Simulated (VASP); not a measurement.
# TiAl: single point with LDA

The system is TiAl.

```
Ti Al
1.0
    -2.81201    0.00000    0.00000
     0.00000    4.87054    0.00000
     1.40600   -2.43527   -4.59005
Ti Al
2 2
Direct
  0.46996 0.50403 0.00807
  0.96189 0.99597 0.99193
  0.81046 0.06013 0.50000
  0.31046 0.60653 0.50000
```

This cell differs from its parent crystal: atoms displaced along several vibrational modes.

```json
{
  "Program": "VASP 6.6.1",
  "Task": "single point",
  "Functional": "LDA",
  "Potentials or basis": "VASP PAW LDA potentials, release 64 (Ti_sv, Al)",
  "Cutoff": "520 eV",
  "k mesh": "16 × 16 × 16",
  "Occupations": "gaussian, width 0.15 eV",
  "Spin": "no spin polarisation",
  "Dipole correction": "no",
  "Further INCAR settings": "ALGO = Fast; EDIFF = 1e-06; NBANDS = 23"
}
```

```json
{
  "Pressure": "1.9 GPa",
  "Largest force": "1.540 eV/Å",
  "Band gap on the k mesh": "zero (bands 15 and 16 overlap by 1.00 eV)"
}
```

Forces on the atoms (eV/Å):
```
Ti  -0.553  0.146  0.721
Ti  -0.553  0.146 -0.721
Al   0.392  1.072  0.000
Al   0.713 -1.365  0.000
```

Stress tensor (GPa, compression positive):
```
 0.45 -4.27  0.00
-4.27  2.20  0.00
 0.00  0.00  3.00
```

Levels at points of the mesh, in eV from the Fermi level:
| k point | band 13 | band 14 | band 15 | band 16 | band 17 | band 18 |
| --- | --- | --- | --- | --- | --- | --- |
| (0.00, 0.00, 0.00) | -2.05 | -1.73 | 0.66 | 0.92 | 1.29 | 1.32 |
| (0.50, 0.00, 0.00) | -0.90 | -0.75 | -0.31 | 0.08 | 0.32 | 0.57 |
| (0.00, 0.50, 0.00) | -0.59 | -0.36 | 0.32 | 0.47 | 1.79 | 2.07 |
| (0.50, 0.50, 0.00) | -1.83 | -1.55 | -1.02 | 0.54 | 0.87 | 1.96 |
| (0.50, 0.50, 0.50) | -2.06 | -1.83 | -1.07 | 0.71 | 1.03 | 1.91 |
| (0.00, 0.00, 0.50) | -1.70 | -1.13 | -0.56 | 1.30 | 1.33 | 2.16 |

Wall time 70 min on 1 thread of AMD EPYC 9755 128-Core Processor, on a shared host, peak memory 1.2 GiB.

Caveat: the cell differs from its parent crystal (atoms displaced along several vibrational modes); forces of over 1 eV/Å act on the atoms, so gaps and moduli don't describe the material at rest.
